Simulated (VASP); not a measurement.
# BeCd2S3 (R-3m) in VASP: notebook

BeCd2S3 is run at these levels: PBE; tasks: single point, relaxation of cell and atoms.

All numbers are computed with VASP 6.6.1; they aren't measurements. Logs are shortened: lines on timing, memory, paths and dates and some standing lists are left out, and cuts for length are marked.

## (1) The cell of the first run

The structure is trigonal, space group R-3m (No. 166). The conventional cell has a = 5.837 Å, b = 5.837 Å, c = 12.873 Å, α = 90.00°, β = 90.00°, γ = 120.00°. Be (site symmetry -3m) has 6 S at 2.73 Å and 6 Cd at 3.41 Å within 3.6 Å. Within 4.1 Å of Cd (site symmetry 3m) lie 9 S at 3.14 to 3.35 Å and 4 Cd at 3.29 to 3.51 Å and 3 Be at 3.41 Å. S (site symmetry 2/m) has 2 Be at 2.73 Å and 4 S at 2.92 Å and 6 Cd at 3.14 to 3.35 Å within 3.6 Å.

The cell was generated, and may not be a known phase.

## (2) Single point, PBE

Contents of INCAR:

```
SYSTEM = BeCd2S3
PREC = Accurate
ENCUT = 520
EDIFF = 1E-6
ISMEAR = 0
SIGMA = 0.1
LREAL = .False.
LASPH = .True.
NELM = 60
ALGO = Normal
ISIF = 2
LWAVE = .False.
LCHARG = .True.
GGA = PE
LELF = .True.
LVHAR = .True.
NBANDS = 31
```

Contents of KPOINTS:

```
Automatic mesh
0
Gamma
  6 6 6
  0 0 0
```

Contents of POSCAR:

```
BeCd2S3
1.0
    2.9186451000      1.6850805300      4.2910491400
   -2.9186451000      1.6850805300      4.2910491400
    0.0000000000     -3.3701610700      4.2910491400
Be Cd S
1 2 3
Direct
    0.5000000000      0.5000000000      0.5000000000
    0.8720504600      0.8720504600      0.8720504600
    0.1279495400      0.1279495400      0.1279495400
    0.5000000000      0.5000000000      0.0000000000
    0.0000000000      0.5000000000      0.5000000000
    0.5000000000      0.0000000000      0.5000000000
```

Potentials or basis: VASP PAW PBE potentials, release 64 (Be, Cd, S).

Run with:

```bash
$ cat potpaw_PBE.64/Be/POTCAR potpaw_PBE.64/Cd/POTCAR potpaw_PBE.64/S/POTCAR > POTCAR
$ mpirun -np 1 vasp_std > vasp.out
```

OUTCAR:

```text
SYSTEM = BeCd2S3
   PREC = Accurate
   ENCUT = 520
   EDIFF = 1E-6
   ISMEAR = 0
   LREAL = .False.
   LASPH = .True.
   NELM = 60
   ISIF = 2
   GGA = PE

 ion  position               nearest neighbor table
   1  0.500  0.500  0.500-
   2  0.872  0.872  0.872-   4 3.14   5 3.14   6 3.14   3 3.29   3 3.51   3 3.51   3 3.51
   3  0.128  0.128  0.128-   4 3.14   5 3.14   6 3.14   2 3.29   2 3.51   2 3.51   2 3.51
   4  0.500  0.500  0.000-   2 3.14   3 3.14
   5  0.000  0.500  0.500-   2 3.14   3 3.14
   6  0.500  0.000  0.500-   2 3.14   3 3.14

  LATTYP: Found a trigonal (rhomboedric) cell.
 ALAT       =     5.4562888793
 COS(alpha) =     0.4277341074

  Lattice vectors:

 A1 = (   2.9186451000,   1.6850805300,   4.2910491400)
 A2 = (  -2.9186451000,   1.6850805300,   4.2910491400)
 A3 = (   0.0000000000,  -3.3701610700,   4.2910491400)

Analysis of symmetry for initial positions (statically):
=====================================================================
 Subroutine PRICEL returns:
 Original cell was already a primitive cell.

 Routine SETGRP: Setting up the symmetry group for a
 trigonal (rhombohedral) supercell.

 Subroutine GETGRP returns: Found 12 space group operations
 (whereof 12 operations were pure point group operations)
 out of a pool of 12 trial point group operations.

The static configuration has the point symmetry D_3d.

Analysis of symmetry for dynamics (positions and initial velocities):
=====================================================================
 Subroutine PRICEL returns:
 Original cell was already a primitive cell.

 Routine SETGRP: Setting up the symmetry group for a
 trigonal (rhombohedral) supercell.

 Subroutine GETGRP returns: Found 12 space group operations
 (whereof 12 operations were pure point group operations)
 out of a pool of 12 trial point group operations.

The dynamic configuration has the point symmetry D_3d.

 Subroutine INISYM returns: Found 12 space group operations
 (whereof 12 operations are pure point group operations),
 and found     1 'primitive' translations

----------------------------------------------------------------------------------------

                                     Primitive cell

  volume of cell :     126.6242

  direct lattice vectors                    reciprocal lattice vectors
     2.918645100  1.685080530  4.291049140     0.171312367  0.098907241  0.077681080
    -2.918645100  1.685080530  4.291049140    -0.171312367  0.098907241  0.077681080
     0.000000000 -3.370161070  4.291049140     0.000000000 -0.197814482  0.077681080

  length of vectors
     5.456288879  5.456288879  5.456288882     0.212520398  0.212520398  0.212520398

  position of ions in fractional coordinates (direct lattice)
     0.500000000  0.500000000  0.500000000
     0.872050460  0.872050460  0.872050460
     0.127949540  0.127949540  0.127949540
     0.500000000  0.500000000  0.000000000
     0.000000000  0.500000000  0.500000000
     0.500000000  0.000000000  0.500000000

  ion indices of the primitive-cell ions
   primitive index   ion index
                 1           1
                 2           2
                 3           3
                 4           4
                 5           5
                 6           6

----------------------------------------------------------------------------------------

 KPOINTS: Automatic mesh

Automatic generation of k-mesh.
 Grid dimensions read from file:
 generate k-points for:    6    6    6

 Generating k-lattice:

  Cartesian coordinates                     Fractional coordinates (reciprocal lattice)
     0.028552061  0.016484540  0.012946847     0.166666667  0.000000000  0.000000000
    -0.028552061  0.016484540  0.012946847     0.000000000  0.166666667  0.000000000
     0.000000000 -0.032969080  0.012946847     0.000000000  0.000000000  0.166666667

  Length of vectors
     0.035420066  0.035420066  0.035420066

  Shift w.r.t. Gamma in fractional coordinates (k-lattice)
     0.000000000  0.000000000  0.000000000

 Subroutine IBZKPT returns following result:
 ===========================================

 Found     32 irreducible k-points:

 Following reciprocal coordinates:
            Coordinates               Weight
  0.000000  0.000000  0.000000      1.000000
  0.166667  0.000000  0.000000      6.000000
  0.333333  0.000000  0.000000      6.000000
  0.500000  0.000000  0.000000      3.000000
  0.166667  0.166667  0.000000      6.000000
  0.333333  0.166667  0.000000     12.000000
[... 16 lines left out ...]
  0.500000  0.500000  0.166667      6.000000
 -0.333333  0.500000  0.166667     12.000000
 [... further k-points ...]
   k-points           NKPTS =     32   k-points in BZ     NKDIM =     32   number of bands    NBANDS=     31
   number of dos      NEDOS =    301   number of ions     NIONS =      6
   total plane-waves  NPLWV =  74088
   dimension x,y,z NGX =    42 NGY =   42 NGZ =   42
   dimension x,y,z NGXF=    84 NGYF=   84 NGZF=   84
   ions per type =               1   2   3
   NGX,Y,Z   is equivalent  to a cutoff of  12.80, 12.80, 12.80 a.u.
   NGXF,Y,Z  is equivalent  to a cutoff of  25.59, 25.59, 25.59 a.u.
 SYSTEM =  BeCd2S3
   PREC   = accura    normal or accurate (medium, high low for compatibility)
   ISTART =      0    job   : 0-new  1-cont  2-samecut
   ICHARG =      2    charge: 1-file 2-atom 10-const
   ISPIN  =      1    spin polarized calculation?
   LNONCOLLINEAR =      F non collinear calculations
   LSORBIT =      F    spin-orbit coupling
   LASPH  =      T    aspherical Exc in radial PAW
   ENCUT  =  520.0 eV  38.22 Ry    6.18 a.u.  10.15 10.15 10.15*2*pi/ulx,y,z
   NELM   =     60;   NELMIN=  2; NELMDL= -5     # of ELM steps
   EDIFF  = 0.1E-05   stopping-criterion for ELM
   LREAL  =      F    real-space projection
[... 7 lines left out ...]
   TEBEG  =    0.0;   TEEND  =   0.0 temperature during run
   PSTRESS=    0.0 pullay stress
   NELECT =      44.0000    total number of electrons
   NUPDOWN=      -1.0000    fix difference up-down
   EMIN   =  10.00;   EMAX   =-10.00  energy-range for DOS
   EFERMI =   0.00;   METHOD = LEGACY
   ISMEAR =     0;   SIGMA  =   0.10  broadening in eV -4-tet -1-fermi 0-gaus
   EFERMI_NEDOS =   21; number of points for ismear=-14 and -15
   IALGO  =     38    algorithm
   IMIX   =      4    mixing-type and parameters
     AMIX     =   0.40;   BMIX     =  1.00
     AMIX_MAG =   1.60;   BMIX_MAG =  1.00
  volume/ion in A,a.u.               =      21.10       142.42
  Fermi-wavevector in a.u.,A,eV,Ry     =   1.150942  2.174965 18.023200  1.324668
  Thomas-Fermi vector in A             =   2.287603
   LORBIT       =      0    0 simple, 1 ext, 2 COOP (PROOUT), +10 PAW based schemes
   GGA     = PE    functional components
   LHFCALC =     F    Hartree Fock is set to
   AEXX    =    0.0000 exact exchange contribution
   IVDW    =     0    specifies the selected vdW correction
   LEPSILON=     F    determine dielectric tensor
   LRPA    =     F    only Hartree local field effects (RPA)
 non-spin polarized calculation
 Gauss-broadening in eV      SIGMA  =   0.10
  energy-cutoff  :      520.00
  volume of cell :      126.62
 maximum number of plane-waves:      3434
 NGX is ok and might be reduce to    42
   NGX = 21   NGY = 21   NGZ = 21

 number of electron      43.9999999 magnetization

 Free energy of the ion-electron system (eV)
  ---------------------------------------------------
  ext. energy  EPLUGINS =         0.00000000
  ---------------------------------------------------
  free energy    TOTEN  =       -14.01441958 eV

  energy without entropy =      -13.98504610  energy(sigma->0) =      -13.99973284

 E-fermi :   3.5471     XC(G=0):  -9.8535

 val. band max:        3.5421882128   @ k =   0.5000   0.1667   0.1667
 cond. band min:       3.5475433324   @ k =  -0.3333   0.3333   0.3333
 fundamental gap:      0.0053551196
 Fermi energy:         3.5470555440

 k-point     1 :       0.0000    0.0000    0.0000
  band No.  band energies     occupation
      1     -10.6816      2.00000
      2      -8.2627      2.00000
      3      -8.2627      2.00000
      4      -5.0670      2.00000
      5      -5.0670      2.00000
      6      -5.0389      2.00000
[... 23 lines left out ...]
     30       8.1957      0.00000
     31      10.7053      0.00000

 k-point     2 :       0.1667    0.0000    0.0000
  band No.  band energies     occupation
      1     -10.5757      2.00000
      2      -8.4884      2.00000
      3      -8.2808      2.00000
      4      -5.0706      2.00000
      5      -5.0221      2.00000
      6      -5.0167      2.00000
[... 23 lines left out ...]
     30       8.3137      0.00000
     31      10.3845      0.00000

 k-point     3 :       0.3333    0.0000    0.0000
  band No.  band energies     occupation
      1     -10.2848      2.00000
      2      -8.9924      2.00000
      3      -8.3160      2.00000
      4      -5.0664      2.00000
      5      -5.0001      2.00000
      6      -4.9929      2.00000
[... 23 lines left out ...]
     30       8.7901      0.00000
     31       9.6356      0.00000

 k-point     4 :       0.5000    0.0000    0.0000
  band No.  band energies     occupation
      1     -10.0206      2.00000
      2      -9.3526      2.00000
      3      -8.3330      2.00000
      4      -5.0624      2.00000
      5      -5.0184      2.00000
      6      -4.9942      2.00000
[... 23 lines left out ...]
     30       9.7189      0.00000
     31       9.9514      0.00000

 k-point     5 :       0.1667    0.1667    0.0000
  band No.  band energies     occupation
      1     -10.5597      2.00000
      2      -8.4871      2.00000
      3      -8.2964      2.00000
      4      -5.0529      2.00000
      5      -5.0383      2.00000
      6      -4.9898      2.00000
[... 23 lines left out ...]
     30       8.1548      0.00000
     31      10.0332      0.00000
[... 542 lines left out ...]
     30       8.9482      0.00000
     31       9.1114      0.00000

 k-point    22 :      -0.1667    0.3333    0.1667
  band No.  band energies     occupation
      1     -10.0402      2.00000
      2      -9.2753      2.00000
      3      -8.3756      2.00000
      4      -5.0308      2.00000
      5      -5.0241      2.00000
      6      -4.9811      2.00000
[... 23 lines left out ...]
     30       8.4456      0.00000
     31       9.2461      0.00000

 k-point    23 :       0.5000    0.5000    0.1667
  band No.  band energies     occupation
      1     -10.1603      2.00000
      2      -9.0186      2.00000
      3      -8.3848      2.00000
      4      -5.0240      2.00000
      5      -4.9920      2.00000
      6      -4.9308      2.00000
[... 23 lines left out ...]
     30       8.8926      0.00000
     31       9.1223      0.00000

 k-point    24 :      -0.3333    0.5000    0.1667
  band No.  band energies     occupation
      1      -9.9376      2.00000
      2      -9.3361      2.00000
      3      -8.4048      2.00000
      4      -5.0248      2.00000
      5      -4.9972      2.00000
      6      -4.9486      2.00000
[... 23 lines left out ...]
     30       8.7927      0.00000
     31       8.8775      0.00000

 [... further k-points ...]
[... 5 lines left out ...]
  --------------------------------------------------------------------------------------
  -------------------------------------------------------------------------------------
  Total       -3.0598086     -3.0598086     -8.7845487     -0.0000000      0.0000000      0.0000000
  in kB      -38.7157924    -38.7157923   -111.1509938     -0.0000000      0.0000001      0.0000000
  external PRESSURE =     -62.8608595 kB  Pullay stress =       0.0000000 kB

 VOLUME and BASIS-vectors are now :
 -----------------------------------------------------------------------------
  energy-cutoff  :      520.00
  volume of cell :      126.62
      direct lattice vectors                 reciprocal lattice vectors
     2.918645100  1.685080530  4.291049140     0.171312367  0.098907241  0.077681080
    -2.918645100  1.685080530  4.291049140    -0.171312367  0.098907241  0.077681080
     0.000000000 -3.370161070  4.291049140     0.000000000 -0.197814482  0.077681080

 POSITION                                       TOTAL-FORCE (eV/Angst)
 -----------------------------------------------------------------------------------
      0.00000     -0.00000      6.43657        -0.000000      0.000000     -0.000000
      0.00000     -0.00000     11.22603        -0.000000     -0.000000      0.060769
      0.00000     -0.00000      1.64711        -0.000000      0.000000     -0.060769
      0.00000      1.68508      4.29105         0.000000     -0.000000     -0.000000
     -1.45932     -0.84254      4.29105         0.000000     -0.000000     -0.000000
      1.45932     -0.84254      4.29105        -0.000000      0.000000      0.000000
 -----------------------------------------------------------------------------------
    total drift:                                0.000000      0.000000     -0.000000

  FREE ENERGIE OF THE ION-ELECTRON SYSTEM (eV)
  ---------------------------------------------------
  free  energy   TOTEN  =       -14.0144195849 eV

  energy  without entropy=      -13.9850461014  energy(sigma->0) =      -13.99973284
```

Run time: 4.7 min. Hardware: 1 thread of Intel Xeon 8259CL, shared host; peak memory 0.32 GiB.

Results:

```
Free energy            : -14.0144 eV
Pressure               : -6.3 GPa
Largest force          : 0.061 eV/Å
Band gap on the k mesh : zero (bands 22 and 23 overlap by 1.38 eV)
```

Forces on the atoms (eV/Å):
```
Be   0.000  0.000  0.000
Cd   0.000  0.000  0.061
Cd   0.000  0.000 -0.061
S    0.000  0.000  0.000
S    0.000  0.000  0.000
S    0.000  0.000  0.000
```

Levels at points of the mesh, in eV from the Fermi level:
| k point | band 20 | band 21 | band 22 | band 23 | band 24 | band 25 |
| --- | --- | --- | --- | --- | --- | --- |
| (0.00, 0.00, 0.00) | -2.61 | -0.90 | 0.24 | 0.89 | 0.89 | 1.38 |
| (0.50, 0.00, 0.00) | -2.46 | -2.06 | -1.22 | 0.11 | 0.81 | 0.90 |
| (0.50, 0.50, 0.00) | -2.05 | -1.89 | 0.25 | 0.53 | 0.87 | 1.48 |
| (0.50, 0.50, 0.50) | -1.69 | 0.32 | 1.04 | 1.04 | 1.05 | 1.32 |

Caveat: the stress differs along the axes, from -11 to -4 GPa.

## (3) Single point, PBE

This run uses another cell than the first one, of 19.18 Å³/atom.

Contents of INCAR:

```
ALGO = Normal ; EDIFF = 1E-7
ENCUT = 520 ; GGA = PE
ISIF = 2 ; ISMEAR = 0
LASPH = True ; LCHARG = True
LELF = True ; LREAL = False
LVHAR = True ; LWAVE = False
NBANDS = 31 ; NELM = 80
PREC = Accurate ; SIGMA = 0.1
```

Contents of KPOINTS:

```
k-points
0
Gamma
  6 6 6
```

Contents of POSCAR:

```
BeCd2S3
1.0
    3.2631829437      1.8839995498      3.1191839750
   -3.2631829437      1.8839995498      3.1191839750
    0.0000000000     -3.7679991031      3.1191839728
Be Cd S
1 2 3
Direct
    0.5000000000      0.5000000000      0.5000000000
    0.8570451582      0.8570451582      0.8570451582
    0.1429548418      0.1429548418      0.1429548418
    0.5000000000      0.5000000000      0.0000000000
    0.0000000000      0.5000000000      0.5000000000
    0.5000000000      0.0000000000      0.5000000000
```

Potentials or basis: VASP PAW PBE potentials, release 64 (Be, Cd, S).

Run with:

```bash
$ cat potpaw_PBE.64/Be/POTCAR potpaw_PBE.64/Cd/POTCAR potpaw_PBE.64/S/POTCAR > POTCAR
$ mpirun -np 1 vasp_std > vasp.out
```

It took 2.7 min on 1 thread of Intel Xeon 8259CL, shared host; peak memory 0.27 GiB.

It converged, with:

| Item | Value |
| --- | --- |
| Free energy | -17.3375 eV |
| Pressure | 0.4 GPa |
| Largest force | 0.023 eV/Å |
| Band gap on the k mesh | zero (bands 22 and 23 overlap by 0.73 eV) |

Forces in eV/Å, atoms in the order of the input:
```
Be   0.000  0.000  0.000
Cd   0.000  0.000  0.023
Cd   0.000  0.000 -0.023
S    0.000  0.000  0.000
S    0.000  0.000  0.000
S    0.000  0.000  0.000
```

Levels at points of the mesh, in eV from the Fermi level:
```csv
k point,band 18,band 19,band 20,band 21,band 22,band 23,band 24,band 25,band 26,band 27
"(0.00, 0.00, 0.00)",-2.01,-1.28,-1.28,-0.31,-0.29,-0.29,1.38,3.55,3.55,4.35
"(0.50, 0.00, 0.00)",-2.80,-1.77,-1.61,-1.49,-0.01,0.70,1.65,4.38,4.90,5.31
"(0.50, 0.50, 0.00)",-2.30,-2.09,-1.51,-0.61,0.27,0.45,2.80,4.17,4.33,5.40
"(0.50, 0.50, 0.50)",-2.21,-0.65,-0.65,0.40,0.40,0.45,3.85,3.85,4.02,5.26
```

Caveat: semilocal functionals underestimate gaps, and a narrow one can read as zero.

(Continued in part 2 of 2.)

The gap in the log of VASP goes by the Fermi energy; the results here count the filled bands.